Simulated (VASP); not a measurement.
Wanted: the native input for a VASP 6.6.1 run.

```yaml
Task: relaxation of cell and atoms
Functional: PBE
Dispersion: D3(BJ)
Potentials_or_basis: VASP PAW PBE potentials, release 64 (Mg, F)
Cutoff: 600 eV
k_mesh: 6 × 6 × 8
Occupations: gaussian, width 0.02 eV
Spin: no spin polarisation
Dipole_correction: no
Further_INCAR_settings: ALGO = Normal; EDIFF = 1e-07; IBRION = 2; EDIFFG = -0.005; NSW = 70; ISIF = 3
```

The structure of MgF2 lies in POSCAR:

```
MgF2
1.0
    4.6959330885      0.0000000000      0.0000000000
    0.0000000000      4.7004645429      0.0000000000
    0.0000000000      0.0000000000      3.0929023471
Mg F
2 4
Direct
    0.5000000000      0.5000000000      0.5000000000
    0.0000000000      0.0000000000      0.0000000000
    0.8034413151      0.1962854824      0.5000000000
    0.1965586849      0.8037145176      0.5000000000
    0.3034413151      0.3037145176      0.0000000000
    0.6965586849      0.6962854824      0.0000000000
```

The input as run:

INCAR

```
SYSTEM = MgF2
ALGO = Normal
EDIFF = 1E-7
EDIFFG = -0.005
ENCUT = 600
GGA = PE
GGA_COMPAT = .False.
IBRION = 2
ISIF = 3
ISMEAR = 0
IVDW = 12
LASPH = .True.
LCHARG = .False.
LREAL = .False.
LWAVE = .False.
NELM = 120
NELMIN = 4
NSW = 70
PREC = Accurate
SIGMA = 0.02
```

KPOINTS

```
k-points
0
Gamma
  6 6 8
  0 0 0
```

Potentials or basis: VASP PAW PBE potentials, release 64 (Mg, F).

The run is started by

```console
$ cat potpaw_PBE.64/Mg/POTCAR potpaw_PBE.64/F/POTCAR > POTCAR
$ mpirun -np 1 vasp_std > vasp.out
```

It gave:

* Relaxed volume: 11.00 Å³/atom
* Relaxed cell: a = 4.640 Å, b = 4.643 Å, c = 3.065 Å, α = 90.00°, β = 90.00°, γ = 90.00°
* Space group after relaxing (to 0.1 Å): P4_2/mnm (No. 136)
* Energy gained by relaxing: 3.7 meV/atom
* Ionic steps: 5
* Pressure after relaxing: 0.0 GPa
* Band gap on the k mesh: 7.02 eV
* Dispersion energy per atom: -0.145 eV

Run time: 3.3 min on 1 thread of AMD EPYC 9R45 96-Core Processor (Zen 5) (shared host), peak memory 0.27 GiB.
